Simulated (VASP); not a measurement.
Here is a VASP 6.6.1 calculation.

The input INCAR:

```
SYSTEM = CoSn
PREC = Accurate ; ENCUT = 520
EDIFF = 1E-7 ; ISMEAR = 0
SIGMA = 0.1 ; LREAL = .FALSE.
LASPH = .TRUE. ; NELM = 100
ALGO = Normal ; ISIF = 2
LWAVE = .FALSE. ; LCHARG = .TRUE.
GGA = PE ; IVDW = 12
LELF = .TRUE. ; LVHAR = .TRUE.
NBANDS = 44
```

File KPOINTS:

```
Automatic mesh
0
G
  9 9 8
  0 0 0
```

POSCAR

```
CoSn
1.0
    5.2407028605      0.0000000000      0.0000000000
   -2.6203514302      4.5385818109      0.0000000000
    0.0000000000      0.0000000000      4.1860752616
Co Sn
3 3
Direct
    0.0000000000      0.5000000000      0.0000000000
    0.5000000000      0.5000000000      0.0000000000
    0.5000000000      0.0000000000      0.0000000000
    0.6666666667      0.3333333333      0.5000000000
    0.3333333333      0.6666666667      0.5000000000
    0.0000000000      0.0000000000      0.0000000000
```

Potentials or basis: VASP PAW PBE potentials, release 64 (Co, Sn_d).

Command:

```sh
$ cat potpaw_PBE.64/Co/POTCAR potpaw_PBE.64/Sn_d/POTCAR > POTCAR
$ mpirun -np 1 vasp_std > vasp.out
```

What does it give for the pressure?

-0.1 GPa.

Predict the dispersion energy per atom.

-0.434 eV.

Stress tensor (GPa, compression positive):
```
-0.05  0.00  0.00
 0.00 -0.05  0.00
 0.00  0.00 -0.15
```

Caveat: spin-orbit coupling is left out, which moves the levels of the heavy elements; pairwise dispersion overbinds metals, which lowers pressure and volume. Spin polarisation is off, so any magnetic state and its effect on volume and gap are missing.
